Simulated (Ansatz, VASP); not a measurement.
## Two plane-wave programs on Cr

```xyz
6
Lattice="2.4726 0.0000 0.0000 -1.2363 2.1414 0.0000 0.0000 0.0000 12.9942" Properties=species:S:1:pos:R:3 pbc="T T T"
Cr    0.0000    0.0000    0.0000
Cr    0.0000    1.4276    2.1719
Cr    1.2363    0.7138    4.3253
Cr    0.0000    0.0000    6.4971
Cr    1.2363    0.7138    8.6690
Cr    0.0000    1.4276   10.8224
```

Alike in both runs: functional PBEsol; k mesh 21 × 21 × 4; occupations gaussian, width 0.1 eV; no spin polarisation.

Ansatz relaxed the structure, and its values are those at the end. VASP's run is a single point on that final structure, the one shown.

|  | VASP | Ansatz |
| --- | --- | --- |
| version | VASP 6.6.1 | Ansatz 0.2.0 |
| potentials or method | VASP PAW PBE potentials, release 64 (Cr_pv), cutoff 520 eV | scalar-relativistic, plane waves, PAW |
| valence electrons in the cell | 72 | 84 |

```tsv
	VASP	Ansatz	Ansatz less VASP
gap on the k mesh at the Fermi level (eV)	none	none	-
pressure (GPa)	-0.5	0.0	+0.51
```

VASP's potentials were made for PBE, not for PBEsol. A gap of «none» marks a metal or a gap that the smearing closes. VASP's potentials hold 72 valence electrons a cell and Ansatz's 84, so a difference there can come from the potentials and not from the codes.
